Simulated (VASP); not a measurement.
# Si (P6_3/mmc) in VASP: notebook

The runs below take Si through single point, relaxation of cell and atoms, with LDA.

All numbers are computed with VASP 6.6.1; they aren't measurements. Logs are shortened: lines on timing, memory, paths and dates and some standing lists are left out, and cuts for length are marked.

## Step 1: The cell of the first run

The structure is hexagonal, space group P6_3/mmc (No. 194). Conventional cell: a = 2.651 Å, b = 2.651 Å, c = 4.542 Å, α = 90.00°, β = 90.00°, γ = 120.00°. Within 3.5 Å of Si (site symmetry -6m2) lie 12 Si at 2.65 to 2.74 Å.

## Step 2: Single point, LDA

File INCAR:

```
SYSTEM = Si
ALGO = Normal
EDIFF = 1E-6
ENCUT = 520
GGA = CA
ISIF = 2
ISMEAR = 0
LASPH = .True.
LCHARG = .True.
LELF = .True.
LREAL = .False.
LVHAR = .True.
LWAVE = .False.
NBANDS = 11
NELM = 60
PREC = Accurate
SIGMA = 0.15
```

File KPOINTS:

```
k-points
0
Gamma
  12 12 8
  0 0 0
```

File POSCAR:

```
Si
1.0
    2.6510666862      0.0000000000      0.0000000000
   -1.3255333431      2.2958910974      0.0000000000
    0.0000000000      0.0000000000      4.5417424135
Si
2
Direct
    0.3333333333      0.6666666667      0.2500000000
    0.6666666667      0.3333333333      0.7500000000
```

Potentials or basis: VASP PAW LDA potentials, release 64 (Si).

Started as:

```console
cat potpaw_LDA.64/Si/POTCAR > POTCAR
mpirun -np 1 vasp_std > vasp.out
```

OUTCAR:

```text
SYSTEM = Si
   EDIFF = 1E-6
   ENCUT = 520
   GGA = CA
   ISIF = 2
   ISMEAR = 0
   LASPH = .True.
   LREAL = .False.
   NELM = 60
   PREC = Accurate

 ion  position               nearest neighbor table
   1  0.333  0.667  0.250-   2 2.74   2 2.74   2 2.74   2 2.74   2 2.74   2 2.74
   2  0.667  0.333  0.750-   1 2.74   1 2.74   1 2.74   1 2.74   1 2.74   1 2.74

  LATTYP: Found a hexagonal cell.
 ALAT       =     2.6510666862
 C/A-ratio  =     1.7131754690

  Lattice vectors:

 A1 = (   2.6510666862,   0.0000000000,   0.0000000000)
 A2 = (  -1.3255333431,   2.2958910974,   0.0000000000)
 A3 = (   0.0000000000,   0.0000000000,   4.5417424135)

Analysis of symmetry for initial positions (statically):
=====================================================================
 Subroutine PRICEL returns:
 Original cell was already a primitive cell.

 Routine SETGRP: Setting up the symmetry group for a
 hexagonal supercell.

 Subroutine GETGRP returns: Found 24 space group operations
 (whereof 12 operations were pure point group operations)
 out of a pool of 24 trial point group operations.

The static configuration has the point symmetry D_3d.
 The point group associated with its full space group is D_6h.

Analysis of symmetry for dynamics (positions and initial velocities):
=====================================================================
 Subroutine PRICEL returns:
 Original cell was already a primitive cell.

 Routine SETGRP: Setting up the symmetry group for a
 hexagonal supercell.

 Subroutine GETGRP returns: Found 24 space group operations
 (whereof 12 operations were pure point group operations)
 out of a pool of 24 trial point group operations.

The dynamic configuration has the point symmetry D_3d.
 The point group associated with its full space group is D_6h.

 Subroutine INISYM returns: Found 24 space group operations
 (whereof 12 operations are pure point group operations),
 and found     1 'primitive' translations

----------------------------------------------------------------------------------------

                                     Primitive cell

  volume of cell :      27.6436

  direct lattice vectors                    reciprocal lattice vectors
     2.651066686  0.000000000  0.000000000     0.377206656  0.217780364  0.000000000
    -1.325533343  2.295891097  0.000000000     0.000000000  0.435560729  0.000000000
     0.000000000  0.000000000  4.541742413     0.000000000  0.000000000  0.220179814

  length of vectors
     2.651066686  2.651066686  4.541742413     0.435560729  0.435560729  0.220179814

  position of ions in fractional coordinates (direct lattice)
[... 84 lines left out ...]
   NFREE  =      0    steps in history (QN), initial steepest desc. (CG)
   ISIF   =      2    stress and relaxation
   ISYM   =      2    0-nonsym 1-usesym 2-fastsym
   POTIM  = 0.5000    time-step for ionic-motion
   TEBEG  =    0.0;   TEEND  =   0.0 temperature during run
   PSTRESS=    0.0 pullay stress
   NELECT =       8.0000    total number of electrons
   NUPDOWN=      -1.0000    fix difference up-down
   EMIN   =  10.00;   EMAX   =-10.00  energy-range for DOS
   EFERMI =   0.00;   METHOD = LEGACY
   ISMEAR =     0;   SIGMA  =   0.15  broadening in eV -4-tet -1-fermi 0-gaus
   EFERMI_NEDOS =   21; number of points for ismear=-14 and -15
   IALGO  =     38    algorithm
   IMIX   =      4    mixing-type and parameters
     AMIX     =   0.40;   BMIX     =  1.00
     AMIX_MAG =   1.60;   BMIX_MAG =  1.00
  volume/ion in A,a.u.               =      13.82        93.27
  Fermi-wavevector in a.u.,A,eV,Ry     =   1.082863  2.046314 15.954074  1.172591
  Thomas-Fermi vector in A             =   2.218915
   LORBIT       =      0    0 simple, 1 ext, 2 COOP (PROOUT), +10 PAW based schemes
   GGA     = CA    functional components
   LHFCALC =     F    Hartree Fock is set to
   AEXX    =    0.0000 exact exchange contribution
   IVDW    =     0    specifies the selected vdW correction
   LEPSILON=     F    determine dielectric tensor
   LRPA    =     F    only Hartree local field effects (RPA)
 non-spin polarized calculation
 Gauss-broadening in eV      SIGMA  =   0.15
  energy-cutoff  :      520.00
  volume of cell :       27.64
 maximum number of plane-waves:       768
 NGX is ok and might be reduce to    20
   NGX =  9   NGY =  9   NGZ = 17

 number of electron       8.0000001 magnetization

 Free energy of the ion-electron system (eV)
  ---------------------------------------------------
  ext. energy  EPLUGINS =         0.00000000
  ---------------------------------------------------
  free energy    TOTEN  =       -11.07520413 eV

  energy without entropy =      -11.06186446  energy(sigma->0) =      -11.06853429

 E-fermi :  10.7940     XC(G=0): -11.4493

 val. band max:       10.7329528884   @ k =   0.2500   0.1667   0.3750
 cond. band min:      10.8050021344   @ k =   0.2500   0.2500   0.2500
 fundamental gap:      0.0720492460
 Fermi energy:        10.7939878604

 k-point     1 :       0.0000    0.0000    0.0000
  band No.  band energies     occupation
      1      -4.0804      2.00000
      2       2.3365      2.00000
      3       3.3478      2.00000
      4      19.9635      0.00000
      5      19.9635      0.00000
      6      21.1375      0.00000
      7      21.2174      0.00000
      8      21.2174      0.00000
      9      21.5610      0.00000
     10      24.4223      0.00000
     11      24.9056      0.00000
[... 309 lines left out ...]
 k-point    24 :       0.3333   -0.0000    0.1250
  band No.  band energies     occupation
      1      -0.9404      2.00000
      2       4.1289      2.00000
      3       7.5258      2.00000
      4       7.9784      2.00000
      5      12.8026      0.00000
      6      15.4041      0.00000
      7      16.0525      0.00000
      8      17.5776      0.00000
      9      19.6054      0.00000
     10      21.9556      0.00000
     11      22.7243      0.00000

 [... further k-points ...]
[... 5 lines left out ...]
  --------------------------------------------------------------------------------------
  -------------------------------------------------------------------------------------
  Total        0.1182284      0.1182284     -0.3679920     -0.0000000     -0.0000000      0.0000000
  in kB        6.8523247      6.8523247    -21.3282155     -0.0000000     -0.0000000      0.0000000
  external PRESSURE =      -2.5411887 kB  Pullay stress =       0.0000000 kB

 VOLUME and BASIS-vectors are now :
 -----------------------------------------------------------------------------
  energy-cutoff  :      520.00
  volume of cell :       27.64
      direct lattice vectors                 reciprocal lattice vectors
     2.651066686  0.000000000  0.000000000     0.377206656  0.217780364  0.000000000
    -1.325533343  2.295891097  0.000000000     0.000000000  0.435560729  0.000000000
     0.000000000  0.000000000  4.541742413     0.000000000  0.000000000  0.220179814

 POSITION                                       TOTAL-FORCE (eV/Angst)
 -----------------------------------------------------------------------------------
     -0.00000      1.53059      1.13544        -0.000000      0.000000      0.000000
      1.32553      0.76530      3.40631         0.000000     -0.000000      0.000000
 -----------------------------------------------------------------------------------
    total drift:                               -0.000000      0.000000     -0.000000

  FREE ENERGIE OF THE ION-ELECTRON SYSTEM (eV)
  ---------------------------------------------------
  free  energy   TOTEN  =       -11.0752041252 eV

  energy  without entropy=      -11.0618644613  energy(sigma->0) =      -11.06853429
```

OSZICAR:

```text
N       E                     dE             d eps       ncg     rms          rms(c)
DAV:   1     0.516109680998E+01    0.51611E+01   -0.35206E+03  2090   0.618E+02
DAV:   2    -0.106717969169E+02   -0.15833E+02   -0.15107E+02  2749   0.861E+01
DAV:   3    -0.111239857184E+02   -0.45219E+00   -0.44858E+00  2853   0.119E+01
DAV:   4    -0.111256961095E+02   -0.17104E-02   -0.17101E-02  2612   0.877E-01
DAV:   5    -0.111257026657E+02   -0.65562E-05   -0.65563E-05  2638   0.510E-02    0.426E+00
DAV:   6    -0.110928046264E+02    0.32898E-01   -0.10247E-02  2435   0.461E-01    0.236E+00
DAV:   7    -0.110753315777E+02    0.17473E-01   -0.17955E-02  2296   0.607E-01    0.136E-01
DAV:   8    -0.110752044561E+02    0.12712E-03   -0.20045E-04  3028   0.982E-02    0.253E-02
DAV:   9    -0.110752041252E+02    0.33082E-06   -0.17475E-06  2392   0.841E-03
   1 F= -.11075204E+02 E0= -.11068534E+02  d E =-.133397E-01
```

stdout:

```text
POSCAR found type information on POSCAR Si
 POSCAR found :  1 types and       2 ions
 scaLAPACK will be used
 LDA part: xc-table for (Slater(with rela. corr.)+CA(PZ))
 , standard interpolation
 POSCAR, INCAR and KPOINTS ok, starting setup
 FFT: planning ... GRIDC
 FFT: planning ... GRID_SOFT
 FFT: planning ... GRID
 WAVECAR not read
 entering main loop
```

Wall time 6.6 s (1 thread of Intel Xeon 6975P-C (Granite Rapids), shared host); peak memory 0.13 GiB.

Results:

* Free energy: -11.0752 eV
* Pressure: -0.3 GPa
* Band gap on the k mesh: zero (band 4 reaches 19.96 eV, above the bottom of band 5 at 7.03 eV)

Levels at points of the mesh, in eV from the Fermi level:
| k point | band 1 | band 2 | band 3 | band 4 | band 5 | band 6 | band 7 | band 8 | band 9 |
| --- | --- | --- | --- | --- | --- | --- | --- | --- | --- |
| (0.00, 0.00, 0.00) | -14.87 | -8.46 | -7.45 | 9.17 | 9.17 | 10.34 | 10.42 | 10.42 | 10.77 |
| (0.50, 0.00, 0.00) | -8.37 | -7.83 | -2.08 | -1.67 | -1.62 | -0.12 | 3.86 | 6.04 | 8.81 |
| (0.00, 0.00, 0.50) | -13.13 | -13.13 | 0.35 | 0.35 | 10.49 | 10.49 | 10.49 | 10.49 | 12.15 |
| (0.50, 0.00, 0.50) | -6.70 | -6.70 | -6.13 | -6.13 | 5.35 | 5.35 | 5.64 | 5.64 | 6.76 |

## Step 3: Single point, LDA

File INCAR:

```
ALGO = Normal
EDIFF = 1E-7
ENCUT = 520
GGA = CA
ISIF = 2
ISMEAR = 0
LASPH = True
LCHARG = False
LREAL = False
LWAVE = False
NBANDS = 11
NELM = 60
PREC = Accurate
SIGMA = 0.1
```

File KPOINTS:

```
k-points
0
Gamma
  18 18 10
```

POSCAR is that of step 2.

Potentials or basis: VASP PAW LDA potentials, release 64 (Si).

Started as:

```console
cat potpaw_LDA.64/Si/POTCAR > POTCAR
mpirun -np 1 vasp_std > vasp.out
```

It took 17 s on 1 thread of Intel Xeon 6975P-C (Granite Rapids), shared host; peak memory 0.16 GiB.

Results (log left out):

```
Free energy            : -11.0869 eV
Pressure               : 0.1 GPa
Band gap on the k mesh : zero (band 4 reaches 19.97 eV, above the bottom of band 5 at 7.03 eV)
```

Levels at points of the mesh, in eV from the Fermi level:
| k point | band 2 | band 3 | band 4 | band 5 | band 6 | band 7 |
| --- | --- | --- | --- | --- | --- | --- |
| (0.00, 0.00, 0.00) | -8.40 | -7.39 | 9.23 | 9.23 | 10.40 | 10.48 |
| (0.50, 0.00, 0.00) | -7.78 | -2.03 | -1.62 | -1.56 | -0.06 | 3.91 |
| (0.00, 0.00, 0.50) | -13.08 | 0.40 | 0.40 | 10.54 | 10.54 | 10.54 |
| (0.50, 0.00, 0.50) | -6.64 | -6.07 | -6.07 | 5.41 | 5.41 | 5.70 |

## Step 4: Relaxation of cell and atoms, LDA

This run uses another cell than the first one, of 13.86 Å³/atom, 1.003 times its volume.

File INCAR:

```
PREC = Accurate
ENCUT = 600
EDIFF = 1E-7
ISMEAR = 0
SIGMA = 0.1
LREAL = False
LASPH = True
NELM = 60
ALGO = Normal
ISIF = 3
LWAVE = False
LCHARG = False
IBRION = 2
NSW = 100
EDIFFG = -0.005
```

File KPOINTS:

```
Automatic mesh
0
Gamma
  18 18 10
```

File POSCAR:

```
Si
1.0
    2.6655775094      0.0000000000      0.0000000000
   -1.3327887547      2.3084578389      0.0000000000
    0.0000000000      0.0000000000      4.5062692700
Si
2
Direct
    0.3333333300      0.6666666700      0.2500000000
    0.6666666700      0.3333333300      0.7500000000
```

Started as:

```console
cat potpaw_LDA.64/Si/POTCAR > POTCAR
mpirun -np 1 vasp_std > vasp.out
```

Run time: 38 s. Hardware: 1 thread of Intel Xeon 6975P-C (Granite Rapids), shared host; peak memory 0.17 GiB.

It converged, with:

```
Free energy                            : -11.0870 eV
Relaxed volume                         : 13.83 Å³/atom
Relaxed cell                           : a = 2.651 Å, b = 2.651 Å, c = 4.545 Å, α = 90.00°, β = 90.00°, γ = 120.00°
Space group after relaxing (to 0.05 Å) : P6_3/mmc (No. 194)
Energy gained by relaxing              : 0.6 meV/atom
Ionic steps                            : 5
Pressure after relaxing                : 0.0 GPa
Band gap on the k mesh                 : zero (band 4 reaches 19.96 eV, above the bottom of band 5 at 7.03 eV)
```

Step by step:
```
step  energy change (eV)  largest force (eV/Å)  pressure (GPa)  volume (Å³)
   1              0.0000                0.0000           -0.29        27.73
   2             -0.0009                0.0000            0.10        27.63
   3             -0.0010                0.0000            0.33        27.57
   4             -0.0010                0.0000            0.37        27.56
   5             -0.0012                0.0000           -0.01        27.67
```

Final structure:
```
CELL_PARAMETERS angstrom
2.65127 0.00000 0.00000
-1.32564 2.29607 0.00000
0.00000 0.00000 4.54505
ATOMIC_POSITIONS crystal
Si 0.33333 0.66667 0.25000
Si 0.66667 0.33333 0.75000
```

Levels at points of the mesh, in eV from the Fermi level:
| k point | band 1 | band 2 | band 3 | band 4 | band 5 | band 6 | band 7 | band 8 |
| --- | --- | --- | --- | --- | --- | --- | --- | --- |
| (0.00, 0.00, 0.00) | -14.81 | -8.41 | -7.39 | 9.23 | 9.23 | 10.37 | 10.48 | 10.48 |
| (0.50, 0.00, 0.00) | -8.31 | -7.77 | -2.03 | -1.61 | -1.57 | -0.06 | 3.92 | 6.10 |
| (0.00, 0.00, 0.50) | -13.07 | -13.07 | 0.39 | 0.39 | 10.55 | 10.55 | 10.55 | 10.55 |
| (0.50, 0.00, 0.50) | -6.63 | -6.63 | -6.07 | -6.07 | 5.41 | 5.41 | 5.69 | 5.69 |

## Step 5: Summary

```tsv
task	cell	k mesh	cutoff (eV)	smearing	gap on the mesh (eV)	pressure (GPa)
single point	a = 2.651, b = 2.651, c = 4.542 Å, angles 90.0, 90.0, 120.0°, 2 atoms	12 × 12 × 8	520	gaussian 0.15 eV	none	-0.3
single point	a = 2.651, b = 2.651, c = 4.542 Å, angles 90.0, 90.0, 120.0°, 2 atoms	18 × 18 × 10	520	gaussian 0.1 eV	none	0.1
relaxation of cell and atoms	relaxed from a = 2.666, b = 2.666, c = 4.506 Å, angles 90.0, 90.0, 120.0°, 2 atoms	18 × 18 × 10	600	gaussian 0.1 eV	none	0.0
```

Alike in all rows: level LDA; potentials or basis VASP PAW LDA potentials, release 64 (Si); no spin polarisation.

Total energies depend on the potentials used, so only differences within one code and one set of settings carry meaning.
